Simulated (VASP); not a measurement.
Input of a VASP 6.6.1 run:

Contents of INCAR:

```
SYSTEM = Pt
PREC = Accurate
ENCUT = 520
EDIFF = 1E-6
ISMEAR = -1
SIGMA = 0.05
LREAL = .FALSE.
LASPH = .TRUE.
NELM = 60
ALGO = Fast
ISIF = 2
LWAVE = .FALSE.
LCHARG = .FALSE.
GGA = PE
NBANDS = 17
```

The input KPOINTS:

```
Automatic mesh
0
G
  11 11 6
  0 0 0
```

Contents of POSCAR:

```
Pt
1.0
    2.7606656158      0.0000000000      0.0000000000
   -1.3803328079      2.3908065546      0.0000000000
    0.0000000000      0.0000000000      4.7921340000
Pt
2
Direct
    0.3284440000      0.6879730000      0.2528560000
    0.6733180000      0.3227900000      0.7433810000
```

Potentials or basis: VASP PAW PBE potentials, release 64 (Pt).

Launch:

```console
$ cat potpaw_PBE.64/Pt/POTCAR > POTCAR
$ mpirun -np 1 vasp_std > vasp.out
```

(1) What does it give for the band gap on the k mesh?

(2) Estimate the pressure.

(3) Predict the largest force.

Answers

(1) zero (bands 10 and 11 overlap by 1.19 eV).

(2) -0.7 GPa.

(3) 0.451 eV/Å.

Caveat: the cell differs from its parent crystal (atoms moved at random); spin-orbit coupling is left out, which moves the levels of the heavy elements.
